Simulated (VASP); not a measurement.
# TePb (Fm-3m) in VASP: notebook

Runs on TePb. Level: PBEsol. Tasks: electric field gradients.

Everything below comes from runs of VASP 6.6.1. Logs are shortened: lines on timing, memory, paths and dates and some standing lists are left out, and cuts for length are marked.

## (1) The cell of the first run

The structure is cubic, space group Fm-3m (No. 225). The conventional cell has a = 6.411 Å, b = 6.411 Å, c = 6.411 Å, α = 90.00°, β = 90.00°, γ = 90.00°. Within 4.2 Å of Te (site symmetry m-3m) lie 6 Pb at 3.21 Å. Pb (site symmetry m-3m) has 6 Te at 3.21 Å within 4.2 Å.

## (2) Electric field gradients, PBEsol (volume scaled by 0.98)

File INCAR:

```
SYSTEM = TePb
PREC = Accurate
ENCUT = 520
EDIFF = 1E-8
ISMEAR = -1
SIGMA = 0.03
LREAL = .False.
LASPH = .True.
NELM = 80
ALGO = Normal
ISIF = 2
LWAVE = .False.
LCHARG = .False.
GGA = PS
LEFG = .True.
NBANDS = 17
```

File KPOINTS:

```
regular mesh
0
Gamma
  10 10 10
  0 0 0
```

File POSCAR:

```
TePb
1.0
    0.0000000000      3.2053416293      3.2053416293
    3.2053416293      0.0000000000      3.2053416293
    3.2053416293      3.2053416293      0.0000000000
Te Pb
1 1
Direct
    0.5000000000      0.5000000000      0.5000000000
    0.0000000000      0.0000000000      0.0000000000
```

Potentials or basis: VASP PAW PBE potentials, release 64 (Te, Pb_d).

On the command line:

```sh
$ cat potpaw_PBE.64/Te/POTCAR potpaw_PBE.64/Pb_d/POTCAR > POTCAR
$ mpirun -np 1 vasp_std > vasp.out
```

OUTCAR:

```text
SYSTEM = TePb
   PREC = Accurate
   ENCUT = 520
   EDIFF = 1E-8
   ISMEAR = -1
   LREAL = .False.
   LASPH = .True.
   NELM = 80
   ISIF = 2
   GGA = PS

 ion  position               nearest neighbor table
   1  0.500  0.500  0.500-   2 3.21   2 3.21   2 3.21   2 3.21   2 3.21   2 3.21
   2  0.000  0.000  0.000-   1 3.21   1 3.21   1 3.21   1 3.21   1 3.21   1 3.21

  LATTYP: Found a face centered cubic cell.
 ALAT       =     6.4106832586

  Lattice vectors:

 A1 = (   0.0000000000,   3.2053416293,   3.2053416293)
 A2 = (   3.2053416293,   0.0000000000,   3.2053416293)
 A3 = (   3.2053416293,   3.2053416293,   0.0000000000)

Analysis of symmetry for initial positions (statically):
=====================================================================
 Subroutine PRICEL returns:
 Original cell was already a primitive cell.

 Routine SETGRP: Setting up the symmetry group for a
 face centered cubic supercell.

 Subroutine GETGRP returns: Found 48 space group operations
 (whereof 48 operations were pure point group operations)
 out of a pool of 48 trial point group operations.

The static configuration has the point symmetry O_h .

Analysis of symmetry for dynamics (positions and initial velocities):
=====================================================================
 Subroutine PRICEL returns:
 Original cell was already a primitive cell.

 Routine SETGRP: Setting up the symmetry group for a
 face centered cubic supercell.

 Subroutine GETGRP returns: Found 48 space group operations
 (whereof 48 operations were pure point group operations)
 out of a pool of 48 trial point group operations.

The dynamic configuration has the point symmetry O_h .

 Subroutine INISYM returns: Found 48 space group operations
 (whereof 48 operations are pure point group operations),
 and found     1 'primitive' translations

----------------------------------------------------------------------------------------

                                     Primitive cell

  volume of cell :      65.8647

  direct lattice vectors                    reciprocal lattice vectors
     0.000000000  3.205341629  3.205341629    -0.155989613  0.155989613  0.155989613
     3.205341629  0.000000000  3.205341629     0.155989613 -0.155989613  0.155989613
     3.205341629  3.205341629  0.000000000     0.155989613  0.155989613 -0.155989613

  length of vectors
     4.533037604  4.533037604  4.533037604     0.270181935  0.270181935  0.270181935

  position of ions in fractional coordinates (direct lattice)
     0.500000000  0.500000000  0.500000000
     0.000000000  0.000000000  0.000000000

  ion indices of the primitive-cell ions
   primitive index   ion index
                 1           1
                 2           2

----------------------------------------------------------------------------------------

 KPOINTS: regular mesh

Automatic generation of k-mesh.
 Grid dimensions read from file:
 generate k-points for:   10   10   10

 Generating k-lattice:

  Cartesian coordinates                     Fractional coordinates (reciprocal lattice)
    -0.015598961  0.015598961  0.015598961     0.100000000  0.000000000  0.000000000
     0.015598961 -0.015598961  0.015598961     0.000000000  0.100000000  0.000000000
     0.015598961  0.015598961 -0.015598961     0.000000000  0.000000000  0.100000000

  Length of vectors
     0.027018194  0.027018194  0.027018194

  Shift w.r.t. Gamma in fractional coordinates (k-lattice)
     0.000000000  0.000000000  0.000000000

 Subroutine IBZKPT returns following result:
 ===========================================

 Found     47 irreducible k-points:

 Following reciprocal coordinates:
            Coordinates               Weight
  0.000000  0.000000  0.000000      1.000000
  0.100000  0.000000  0.000000      8.000000
  0.200000  0.000000  0.000000      8.000000
  0.300000  0.000000  0.000000      8.000000
  0.400000  0.000000  0.000000      8.000000
  0.500000  0.000000  0.000000      4.000000
[... 16 lines left out ...]
  0.300000  0.300000  0.000000      6.000000
  0.400000  0.300000  0.000000     24.000000
 [... further k-points ...]
   k-points           NKPTS =     47   k-points in BZ     NKDIM =     47   number of bands    NBANDS=     17
   number of dos      NEDOS =    301   number of ions     NIONS =      2
   total plane-waves  NPLWV =  46656
   dimension x,y,z NGX =    36 NGY =   36 NGZ =   36
   dimension x,y,z NGXF=    72 NGYF=   72 NGZF=   72
   ions per type =               1   1
   NGX,Y,Z   is equivalent  to a cutoff of  13.20, 13.20, 13.20 a.u.
   NGXF,Y,Z  is equivalent  to a cutoff of  26.41, 26.41, 26.41 a.u.
 SYSTEM =  TePb
   PREC   = accura    normal or accurate (medium, high low for compatibility)
   ISTART =      0    job   : 0-new  1-cont  2-samecut
   ICHARG =      2    charge: 1-file 2-atom 10-const
   ISPIN  =      1    spin polarized calculation?
   LNONCOLLINEAR =      F non collinear calculations
   LSORBIT =      F    spin-orbit coupling
   LASPH  =      T    aspherical Exc in radial PAW
   ENCUT  =  520.0 eV  38.22 Ry    6.18 a.u.   8.43  8.43  8.43*2*pi/ulx,y,z
   NELM   =     80;   NELMIN=  2; NELMDL= -5     # of ELM steps
   EDIFF  = 0.1E-07   stopping-criterion for ELM
   LREAL  =      F    real-space projection
   EDIFFG = 0.1E-06   stopping-criterion for IOM
   NSW    =      0    number of steps for IOM
   IBRION =     -1    ionic relax: 0-MD 1-quasi-New 2-CG
   NFREE  =      0    steps in history (QN), initial steepest desc. (CG)
   ISIF   =      2    stress and relaxation
   ISYM   =      2    0-nonsym 1-usesym 2-fastsym
   POTIM  = 0.5000    time-step for ionic-motion
   TEBEG  =    0.0;   TEEND  =   0.0 temperature during run
   PSTRESS=    0.0 pullay stress
   NELECT =      20.0000    total number of electrons
   NUPDOWN=      -1.0000    fix difference up-down
   EMIN   =  10.00;   EMAX   =-10.00  energy-range for DOS
   EFERMI =   0.00;   METHOD = LEGACY
   ISMEAR =    -1;   SIGMA  =   0.03  broadening in eV -4-tet -1-fermi 0-gaus
   EFERMI_NEDOS =   21; number of points for ismear=-14 and -15
   IALGO  =     38    algorithm
   IMIX   =      4    mixing-type and parameters
     AMIX     =   0.40;   BMIX     =  1.00
     AMIX_MAG =   1.60;   BMIX_MAG =  1.00
  volume/ion in A,a.u.               =      32.93       222.24
  Fermi-wavevector in a.u.,A,eV,Ry     =   1.100358  2.079374 16.473755  1.210787
  Thomas-Fermi vector in A             =   2.236767
   LORBIT       =      0    0 simple, 1 ext, 2 COOP (PROOUT), +10 PAW based schemes
   GGA     = PS    functional components
   LHFCALC =     F    Hartree Fock is set to
   AEXX    =    0.0000 exact exchange contribution
   IVDW    =     0    specifies the selected vdW correction
   LEPSILON=     F    determine dielectric tensor
   LRPA    =     F    only Hartree local field effects (RPA)
 non-spin polarized calculation
  energy-cutoff  :      520.00
  volume of cell :       65.86
 maximum number of plane-waves:      1807
 NGX is ok and might be reduce to    36
   NGX = 17   NGY = 17   NGZ = 17

 number of electron      20.0000000 magnetization

 Free energy of the ion-electron system (eV)
  ---------------------------------------------------
  ext. energy  EPLUGINS =         0.00000000
  ---------------------------------------------------
  free energy    TOTEN  =        -8.25698054 eV

  energy without entropy =       -8.25698035  energy(sigma->0) =       -8.25698045

 E-fermi :   6.0866     XC(G=0):  -9.5775

 val. band max:        5.7780974794   @ k =   0.5000   0.0000   0.0000
 cond. band min:       6.3942869367   @ k =   0.5000   0.0000   0.0000
 fundamental gap:      0.6161894574
 Fermi energy:         6.0865787034

 k-point     1 :       0.0000    0.0000    0.0000
  band No.  band energies     occupation
      1     -10.8971      2.00000
      2     -10.8971      2.00000
      3     -10.8843      2.00000
      4     -10.8843      2.00000
      5     -10.8843      2.00000
      6      -6.4634      2.00000
[... 9 lines left out ...]
     16      11.4754      0.00000
     17      12.9206      0.00000

 k-point     2 :       0.1000    0.0000    0.0000
  band No.  band energies     occupation
      1     -10.8984      2.00000
      2     -10.8984      2.00000
      3     -10.8840      2.00000
      4     -10.8828      2.00000
      5     -10.8828      2.00000
      6      -6.3743      2.00000
[... 9 lines left out ...]
     16      11.6725      0.00000
     17      13.7133      0.00000

 k-point     3 :       0.2000    0.0000    0.0000
  band No.  band energies     occupation
      1     -10.9024      2.00000
      2     -10.9024      2.00000
      3     -10.8833      2.00000
      4     -10.8781      2.00000
      5     -10.8781      2.00000
      6      -6.1127      2.00000
[... 9 lines left out ...]
     16      12.2085      0.00000
     17      15.2229      0.00000

 k-point     4 :       0.3000    0.0000    0.0000
  band No.  band energies     occupation
      1     -10.9079      2.00000
      2     -10.9079      2.00000
      3     -10.8826      2.00000
      4     -10.8719      2.00000
      5     -10.8719      2.00000
      6      -5.7035      2.00000
[... 9 lines left out ...]
     16      13.0438      0.00000
     17      16.7116      0.00000

 k-point     5 :       0.4000    0.0000    0.0000
  band No.  band energies     occupation
      1     -10.9124      2.00000
      2     -10.9124      2.00000
      3     -10.8822      2.00000
      4     -10.8668      2.00000
      5     -10.8668      2.00000
      6      -5.2265      2.00000
[... 9 lines left out ...]
     16      14.1217      0.00000
     17      16.1981      0.00000

 k-point     6 :       0.5000    0.0000    0.0000
  band No.  band energies     occupation
      1     -10.9141      2.00000
      2     -10.9141      2.00000
      3     -10.8820      2.00000
      4     -10.8648      2.00000
      5     -10.8648      2.00000
      6      -4.9583      2.00000
[... 9 lines left out ...]
     16      15.0035      0.00000
     17      15.0245      0.00000
[... 281 lines left out ...]
 k-point    21 :      -0.3000    0.2000    0.0000
  band No.  band energies     occupation
      1     -10.9189      2.00000
      2     -10.9099      2.00000
      3     -10.8778      2.00000
      4     -10.8699      2.00000
      5     -10.8686      2.00000
      6      -5.1366      2.00000
[... 9 lines left out ...]
     16      14.4476      0.00000
     17      15.5913      0.00000

 k-point    22 :      -0.2000    0.2000    0.0000
  band No.  band energies     occupation
      1     -10.9099      2.00000
      2     -10.9096      2.00000
      3     -10.8808      2.00000
      4     -10.8736      2.00000
      5     -10.8704      2.00000
      6      -5.5695      2.00000
[... 9 lines left out ...]
     16      14.4434      0.00000
     17      14.9421      0.00000

 k-point    23 :       0.3000    0.3000    0.0000
  band No.  band energies     occupation
      1     -10.9390      2.00000
      2     -10.8917      2.00000
      3     -10.8888      2.00000
      4     -10.8655      2.00000
      5     -10.8655      2.00000
      6      -5.4722      2.00000
[... 9 lines left out ...]
     16      14.7054      0.00000
     17      15.0595      0.00000

 k-point    24 :       0.4000    0.3000    0.0000
  band No.  band energies     occupation
      1     -10.9482      2.00000
      2     -10.8917      2.00000
      3     -10.8895      2.00000
      4     -10.8623      2.00000
      5     -10.8611      2.00000
      6      -5.1440      2.00000
[... 9 lines left out ...]
     16      15.4541      0.00000
     17      15.9427      0.00000

 [... further k-points ...]
[... 5 lines left out ...]
  --------------------------------------------------------------------------------------
  -------------------------------------------------------------------------------------
  Total        0.2773577      0.2773577      0.2773577      0.0000000      0.0000000      0.0000000
  in kB        6.7468009      6.7468009      6.7468009      0.0000000      0.0000000      0.0000000
  external PRESSURE =       6.7468009 kB  Pullay stress =       0.0000000 kB

 VOLUME and BASIS-vectors are now :
 -----------------------------------------------------------------------------
  energy-cutoff  :      520.00
  volume of cell :       65.86
      direct lattice vectors                 reciprocal lattice vectors
     0.000000000  3.205341629  3.205341629    -0.155989613  0.155989613  0.155989613
     3.205341629  0.000000000  3.205341629     0.155989613 -0.155989613  0.155989613
     3.205341629  3.205341629  0.000000000     0.155989613  0.155989613 -0.155989613

 POSITION                                       TOTAL-FORCE (eV/Angst)
 -----------------------------------------------------------------------------------
      3.20534      3.20534      3.20534        -0.000000      0.000000     -0.000000
      0.00000      0.00000      0.00000         0.000000     -0.000000      0.000000
 -----------------------------------------------------------------------------------
    total drift:                               -0.000000      0.000000      0.000000

  FREE ENERGIE OF THE ION-ELECTRON SYSTEM (eV)
  ---------------------------------------------------
  free  energy   TOTEN  =        -8.2569805410 eV

  energy  without entropy=       -8.2569803498  energy(sigma->0) =       -8.25698045

 Electric field gradients (V/A^2)
---------------------------------------------------------------------
 ion       V_xx      V_yy      V_zz      V_xy      V_xz      V_yz
---------------------------------------------------------------------
   1       0.000     0.000     0.000    -0.000    -0.000    -0.000
   2      -0.000    -0.000    -0.000     0.001     0.001     0.001
---------------------------------------------------------------------

 Electric field gradients after diagonalization (V/A^2)
 (convention: |V_zz| > |V_xx| > |V_yy|)
----------------------------------------------------------------------
 ion       V_xx      V_yy      V_zz     asymmetry (V_yy - V_xx)/ V_zz
----------------------------------------------------------------------
   1       0.000     0.000    -0.000       0.000
   2      -0.001    -0.001     0.002       0.000
----------------------------------------------------------------------

           NMR quadrupolar parameters

 Cq : quadrupolar parameter    Cq=e*Q*V_zz/h
 eta: asymmetry parameters     (V_yy - V_xx)/ V_zz
 Q  : nuclear electric quadrupole moment in mb (millibarn)
----------------------------------------------------------------------
 ion       Cq(MHz)       eta       Q (mb)
----------------------------------------------------------------------
   1      -0.000       0.000       1.000
   2       0.000       0.000       1.000
----------------------------------------------------------------------
```

Run time: 80 s. Hardware: 1 thread of Intel Xeon Platinum 8375C at 2.90GHz (Ice Lake), shared host; peak memory 0.23 GiB.

What came out:

| Item | Value |
| --- | --- |
| Free energy | -8.2570 eV |
| Pressure | 0.7 GPa |
| Band gap on the k mesh | 0.62 eV, direct |

Caveat: without QUAD_EFG the Cq values of the log hold for a quadrupole moment of 1 mb, not for the nuclei; the PAW data sets were made with another functional, which shifts forces and pressure a little; spin-orbit coupling is left out, which moves the levels of the heavy elements.

(Part 1 of 2 ends here.)
